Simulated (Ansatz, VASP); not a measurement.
# One calculation of TaN, two programs

```xyz
2
Lattice="0.0000 2.4205 2.4205 2.4205 0.0000 2.4205 2.4205 2.4205 0.0000" Properties=species:S:1:pos:R:3 pbc="T T T"
Ta    0.0000    0.0000    0.0000
N     1.2102    1.2102    1.2102
```

Alike in both runs: task single point; functional r2SCAN; k mesh 12 × 12 × 12; occupations gaussian, width 0.05 eV; collinear spin.

|  | VASP | Ansatz |
| --- | --- | --- |
| version | VASP 6.6.1 | Ansatz 0.2.0 |
| potentials or method | VASP PAW PBE potentials, release 64 (Ta_pv, N), cutoff 660 eV | scalar-relativistic, plane waves, PAW |
| valence electrons in the cell | 16 | 18 |

```tsv
	VASP	Ansatz	Ansatz less VASP
gap on the k mesh at the Fermi level (eV)	none	none	-
pressure (GPa)	-14.6	-15.4	-0.78
net moment per atom (μB)	0.00	0.00	0.000
```

VASP's potentials were made for PBE, not for r2SCAN. A gap of «none» marks a metal or a gap that the smearing closes. VASP's potentials hold 16 valence electrons a cell and Ansatz's 18, so a difference there can come from the potentials and not from the codes. Ansatz's warnings: seeded moment not kept, stability check not made.

Neither program's run includes spin-orbit coupling.
